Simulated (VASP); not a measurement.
# Au (I4/mmm) in VASP: notebook

The runs below take Au through single point, with PBE.

Everything below comes from runs of VASP 6.6.1. Logs are shortened: lines on timing, memory, paths and dates and some standing lists are left out, and cuts for length are marked.

**1. The cell of the first run**

Symmetry: I4/mmm, No. 139, tetragonal system. Conventional cell: a = 2.974 Å, b = 2.974 Å, c = 3.870 Å, α = 90.00°, β = 90.00°, γ = 90.00°. Au (site symmetry 4/mmm) has 14 Au at 2.86 to 3.87 Å within 3.9 Å.

**2. Single point, PBE**

Contents of INCAR:

```
  PREC = Accurate
  ENCUT = 520
  EDIFF = 1E-7
  ISMEAR = 0
  SIGMA = 0.15
  LREAL = False
  LASPH = True
  NELM = 80
  ALGO = Fast
  ISIF = 2
  LWAVE = False
  LCHARG = False
  GGA = PE
  NBANDS = 12
```

Contents of KPOINTS:

```
regular mesh
0
Gamma
  22 22 22
```

Contents of POSCAR:

```
Au
1.0
    0.0000000000      2.1031498048      1.9348978204
    2.1031498048      0.0000000000      1.9348978204
    2.1031498048      2.1031498048      0.0000000000
Au
1
Direct
    0.0000000000      0.0000000000      0.0000000000
```

Potentials or basis: VASP PAW PBE potentials, release 64 (Au).

On the command line:

```console
> cat potpaw_PBE.64/Au/POTCAR > POTCAR
> mpirun -np 1 vasp_std > vasp.out
```

OUTCAR:

```text
PREC = Accurate
   ENCUT = 520
   EDIFF = 1E-7
   ISMEAR = 0
   LREAL = False
   LASPH = True
   NELM = 80
   ISIF = 2
   GGA = PE

 ion  position               nearest neighbor table
   1  0.000  0.000  0.000-

  LATTYP: Found a body centered tetragonal cell.
 ALAT       =     2.9743029777
 C/A-ratio  =     1.3010764774

  Lattice vectors:

 A1 = (   0.0000000000,  -2.1031498048,  -1.9348978204)
 A2 = (   0.0000000000,   2.1031498048,  -1.9348978204)
 A3 = (   2.1031498048,   0.0000000000,   1.9348978204)

Analysis of symmetry for initial positions (statically):
=====================================================================
 Subroutine PRICEL returns:
 Original cell was already a primitive cell.

 Routine SETGRP: Setting up the symmetry group for a
 body centered tetragonal supercell.

 Subroutine GETGRP returns: Found 16 space group operations
 (whereof 16 operations were pure point group operations)
 out of a pool of 16 trial point group operations.

The static configuration has the point symmetry D_4h.

Analysis of symmetry for dynamics (positions and initial velocities):
=====================================================================
 Subroutine PRICEL returns:
 Original cell was already a primitive cell.

 Routine SETGRP: Setting up the symmetry group for a
 body centered tetragonal supercell.

 Subroutine GETGRP returns: Found 16 space group operations
 (whereof 16 operations were pure point group operations)
 out of a pool of 16 trial point group operations.

The dynamic configuration has the point symmetry D_4h.

 Subroutine INISYM returns: Found 16 space group operations
 (whereof 16 operations are pure point group operations),
 and found     1 'primitive' translations

----------------------------------------------------------------------------------------

                                     Primitive cell

  volume of cell :      17.1170

  direct lattice vectors                    reciprocal lattice vectors
     0.000000000  2.103149805  1.934897820    -0.237738652  0.237738652  0.258411578
     2.103149805  0.000000000  1.934897820     0.237738652 -0.237738652  0.258411578
     2.103149805  2.103149805  0.000000000     0.237738652  0.237738652 -0.258411578

  length of vectors
     2.857808370  2.857808370  2.974302978     0.424047023  0.424047023  0.424047023

  position of ions in fractional coordinates (direct lattice)
     0.000000000  0.000000000  0.000000000

  ion indices of the primitive-cell ions
   primitive index   ion index
                 1           1

----------------------------------------------------------------------------------------

 KPOINTS: regular mesh

Automatic generation of k-mesh.
 Grid dimensions read from file:
 generate k-points for:   22   22   22

 Generating k-lattice:

  Cartesian coordinates                     Fractional coordinates (reciprocal lattice)
    -0.010806302  0.010806302  0.011745981     0.045454545  0.000000000  0.000000000
     0.010806302 -0.010806302  0.011745981     0.000000000  0.045454545  0.000000000
     0.010806302  0.010806302 -0.011745981    -0.000000000 -0.000000000  0.045454545

  Length of vectors
     0.019274865  0.019274865  0.019274865

  Shift w.r.t. Gamma in fractional coordinates (k-lattice)
     0.000000000  0.000000000  0.000000000

 Subroutine IBZKPT returns following result:
 ===========================================

 Found    834 irreducible k-points:

 Following reciprocal coordinates:
            Coordinates               Weight
  0.000000  0.000000  0.000000      1.000000
  0.045455  0.000000  0.000000      8.000000
  0.090909  0.000000  0.000000      8.000000
  0.136364  0.000000  0.000000      8.000000
  0.181818 -0.000000  0.000000      8.000000
  0.227273  0.000000  0.000000      8.000000
[... 16 lines left out ...]
  0.500000  0.045455  0.000000      8.000000
 -0.454545  0.045455  0.000000      8.000000
 [... further k-points ...]
   k-points           NKPTS =    834   k-points in BZ     NKDIM =    834   number of bands    NBANDS=     12
   number of dos      NEDOS =    301   number of ions     NIONS =      1
   total plane-waves  NPLWV =  13824
   dimension x,y,z NGX =    24 NGY =   24 NGZ =   24
   dimension x,y,z NGXF=    48 NGYF=   48 NGZF=   48
   ions per type =               1
   NGX,Y,Z   is equivalent  to a cutoff of  13.96, 13.96, 13.41 a.u.
   NGXF,Y,Z  is equivalent  to a cutoff of  27.92, 27.92, 26.83 a.u.
 SYSTEM =  unknown system
   PREC   = accura    normal or accurate (medium, high low for compatibility)
   ISTART =      0    job   : 0-new  1-cont  2-samecut
   ICHARG =      2    charge: 1-file 2-atom 10-const
   ISPIN  =      1    spin polarized calculation?
   LNONCOLLINEAR =      F non collinear calculations
   LSORBIT =      F    spin-orbit coupling
   LASPH  =      T    aspherical Exc in radial PAW
   ENCUT  =  520.0 eV  38.22 Ry    6.18 a.u.   5.31  5.31  5.53*2*pi/ulx,y,z
   NELM   =     80;   NELMIN=  2; NELMDL= -5     # of ELM steps
   EDIFF  = 0.1E-06   stopping-criterion for ELM
   LREAL  =      F    real-space projection
   EDIFFG = 0.1E-05   stopping-criterion for IOM
   NSW    =      0    number of steps for IOM
   IBRION =     -1    ionic relax: 0-MD 1-quasi-New 2-CG
   NFREE  =      0    steps in history (QN), initial steepest desc. (CG)
   ISIF   =      2    stress and relaxation
   ISYM   =      2    0-nonsym 1-usesym 2-fastsym
   POTIM  = 0.5000    time-step for ionic-motion
   TEBEG  =    0.0;   TEEND  =   0.0 temperature during run
   PSTRESS=    0.0 pullay stress
   NELECT =      11.0000    total number of electrons
   NUPDOWN=      -1.0000    fix difference up-down
   EMIN   =  10.00;   EMAX   =-10.00  energy-range for DOS
   EFERMI =   0.00;   METHOD = LEGACY
   ISMEAR =     0;   SIGMA  =   0.15  broadening in eV -4-tet -1-fermi 0-gaus
   EFERMI_NEDOS =   21; number of points for ismear=-14 and -15
   IALGO  =     68    algorithm
   IMIX   =      4    mixing-type and parameters
     AMIX     =   0.40;   BMIX     =  1.00
     AMIX_MAG =   1.60;   BMIX_MAG =  1.00
  volume/ion in A,a.u.               =      17.12       115.51
  Fermi-wavevector in a.u.,A,eV,Ry     =   1.412742  2.669696 27.155058  1.995840
  Thomas-Fermi vector in A             =   2.534459
   LORBIT       =      0    0 simple, 1 ext, 2 COOP (PROOUT), +10 PAW based schemes
   GGA     = PE    functional components
   LHFCALC =     F    Hartree Fock is set to
   AEXX    =    0.0000 exact exchange contribution
   IVDW    =     0    specifies the selected vdW correction
   LEPSILON=     F    determine dielectric tensor
   LRPA    =     F    only Hartree local field effects (RPA)
 non-spin polarized calculation
 RMM-DIIS sequential band-by-band and
 Gauss-broadening in eV      SIGMA  =   0.15
  energy-cutoff  :      520.00
  volume of cell :       17.12
 maximum number of plane-waves:       483
 NGX is ok and might be reduce to    24

 number of electron      10.9999999 magnetization

 Free energy of the ion-electron system (eV)
  ---------------------------------------------------
  ext. energy  EPLUGINS =         0.00000000
  ---------------------------------------------------
  free energy    TOTEN  =        -3.19760432 eV

  energy without entropy =       -3.19373173  energy(sigma->0) =       -3.19566802

 E-fermi :   9.4192     XC(G=0): -12.6906

 val. band max:        9.4144781870   @ k =  -0.3636   0.1818   0.0000
 cond. band min:       9.4226430159   @ k =   0.5000   0.2273   0.1364
 fundamental gap:      0.0081648289
 Fermi energy:         9.4191799156

 k-point     1 :       0.0000    0.0000    0.0000
  band No.  band energies     occupation
      1      -0.4067      2.00000
      2       4.5284      2.00000
      3       4.5284      2.00000
      4       5.2080      2.00000
      5       5.8245      2.00000
      6       6.5665      2.00000
      7      24.0388      0.00000
      8      27.4285      0.00000
      9      27.4285      0.00000
     10      28.9251      0.00000
     11      32.9259      0.00000
     12      36.3416      0.00000

 k-point     2 :       0.0455    0.0000    0.0000
  band No.  band energies     occupation
      1      -0.3343      2.00000
      2       4.5265      2.00000
      3       4.5533      2.00000
      4       5.2095      2.00000
      5       5.8200      2.00000
      6       6.5492      2.00000
      7      24.1227      0.00000
      8      27.1672      0.00000
      9      27.5157      0.00000
     10      28.7522      0.00000
     11      33.3816      0.00000
     12      35.4894      0.00000

 k-point     3 :       0.0909    0.0000    0.0000
  band No.  band energies     occupation
      1      -0.1210      2.00000
      2       4.5147      2.00000
      3       4.6188      2.00000
      4       5.2224      2.00000
      5       5.8164      2.00000
      6       6.5036      2.00000
      7      24.3373      0.00000
      8      26.2714      0.00000
      9      27.7692      0.00000
     10      28.7429      0.00000
     11      33.3676      0.00000
     12      35.0764      0.00000
[... 286 lines left out ...]
 k-point    23 :       0.5000    0.0455    0.0000
  band No.  band energies     occupation
      1       2.1893      2.00000
      2       4.3947      2.00000
      3       5.0114      2.00000
      4       6.8837      2.00000
      5       7.6053      2.00000
      6       8.8336      2.00000
      7      12.5267      0.00000
      8      23.2537      0.00000
      9      25.4607      0.00000
     10      27.4591      0.00000
     11      33.5220      0.00000
     12      34.1524      0.00000

 k-point    24 :      -0.4545    0.0455    0.0000
  band No.  band energies     occupation
      1       2.1891      2.00000
      2       4.3988      2.00000
      3       5.0119      2.00000
      4       6.9208      2.00000
      5       7.5251      2.00000
      6       8.5685      2.00000
      7      12.8529      0.00000
      8      23.2940      0.00000
      9      25.7039      0.00000
     10      27.2805      0.00000
     11      33.5193      0.00000
     12      33.9563      0.00000

 [... further k-points ...]

------------------------ aborting loop because EDIFF is reached ----------------------------------------

  FORCE on cell =-STRESS in cart. coord.  units (eV):
  Direction    XX          YY          ZZ          XY          YZ          ZX
  --------------------------------------------------------------------------------------
  -------------------------------------------------------------------------------------
  Total        0.7735108      0.7735108      0.9366580      0.0000000      0.0000000      0.0000000
  in kB       72.4016626     72.4016626     87.6724540      0.0000000      0.0000000      0.0000000
  external PRESSURE =      77.4919264 kB  Pullay stress =       0.0000000 kB

 VOLUME and BASIS-vectors are now :
 -----------------------------------------------------------------------------
  energy-cutoff  :      520.00
  volume of cell :       17.12
      direct lattice vectors                 reciprocal lattice vectors
     0.000000000  2.103149805  1.934897820    -0.237738652  0.237738652  0.258411578
     2.103149805  0.000000000  1.934897820     0.237738652 -0.237738652  0.258411578
     2.103149805  2.103149805  0.000000000     0.237738652  0.237738652 -0.258411578

 POSITION                                       TOTAL-FORCE (eV/Angst)
 -----------------------------------------------------------------------------------
      0.00000      0.00000      0.00000         0.000000      0.000000      0.000000
 -----------------------------------------------------------------------------------
    total drift:                                0.000000     -0.000000     -0.000000

  FREE ENERGIE OF THE ION-ELECTRON SYSTEM (eV)
  ---------------------------------------------------
  free  energy   TOTEN  =        -3.1976043210 eV

  energy  without entropy=       -3.1937317262  energy(sigma->0) =       -3.19566802
```

Wall time 71 s (1 thread of Intel Xeon 6975P-C (Granite Rapids), shared host); peak memory 0.29 GiB.

What came out:

| Item | Value |
| --- | --- |
| Free energy | -3.1976 eV |
| Pressure | 7.7 GPa |
| Band gap on the k mesh | zero (an odd number of electrons rules out a gap without spin polarisation) |

Stress tensor (GPa, compression positive):
```
7.24 0.00 0.00
0.00 7.24 0.00
0.00 0.00 8.77
```

Caveat: the cell stands under pressure; spin-orbit coupling is left out, which moves the levels of the heavy elements.

**3. Single point, PBE**

This run uses another cell than the first one, of the same volume but with other edges.

Contents of INCAR:

```
SYSTEM = Au
ALGO = Fast ; EDIFF = 1E-7
ENCUT = 520 ; GGA = PE
ISIF = 2 ; ISMEAR = 0
LASPH = .True. ; LCHARG = .True.
LELF = .True. ; LREAL = .False.
LVHAR = .True. ; LWAVE = .False.
NBANDS = 12 ; NELM = 100
PREC = Accurate ; SIGMA = 0.15
```

Contents of KPOINTS:

```
k-points
0
Gamma
  22 22 22
  0 0 0
```

Contents of POSCAR:

```
Au
1.0
    0.0000000000      1.9815357957      2.1796893753
    1.9815357957      0.0000000000      2.1796893753
    1.9815357957      1.9815357957      0.0000000000
Au
1
Direct
    0.0000000000      0.0000000000      0.0000000000
```

Potentials or basis: VASP PAW PBE potentials, release 64 (Au).

On the command line:

```console
> cat potpaw_PBE.64/Au/POTCAR > POTCAR
> mpirun -np 1 vasp_std > vasp.out
```

Run time: 75 s. Hardware: 1 thread of Intel Xeon 6975P-C (Granite Rapids), shared host; peak memory 0.28 GiB.

It converged, with:

```
Free energy            : -3.1903 eV
Pressure               : 8.1 GPa
Band gap on the k mesh : zero (an odd number of electrons rules out a gap without spin polarisation)
```

Stress tensor (GPa, compression positive):
```
9.57 0.00 0.00
0.00 9.57 0.00
0.00 0.00 5.13
```

Levels at points of the mesh, in eV from the Fermi level:
```tsv
k point	band 3	band 4	band 5	band 6	band 7	band 8	band 9	band 10
(0.00, 0.00, 0.00)	-4.39	-4.39	-3.74	-2.77	14.62	17.42	18.99	18.99
(0.50, 0.00, 0.00)	-4.36	-2.20	-1.87	-0.96	3.06	13.44	16.63	18.17
(0.50, 0.50, 0.00)	-2.01	-1.77	-1.77	0.00	4.27	11.10	11.10	18.14
(0.50, 0.00, 0.50)	-2.16	-2.08	-1.33	1.56	6.49	9.41	9.55	16.81
```

Caveat: the cell stands under pressure; spin-orbit coupling is left out, which moves the levels of the heavy elements.
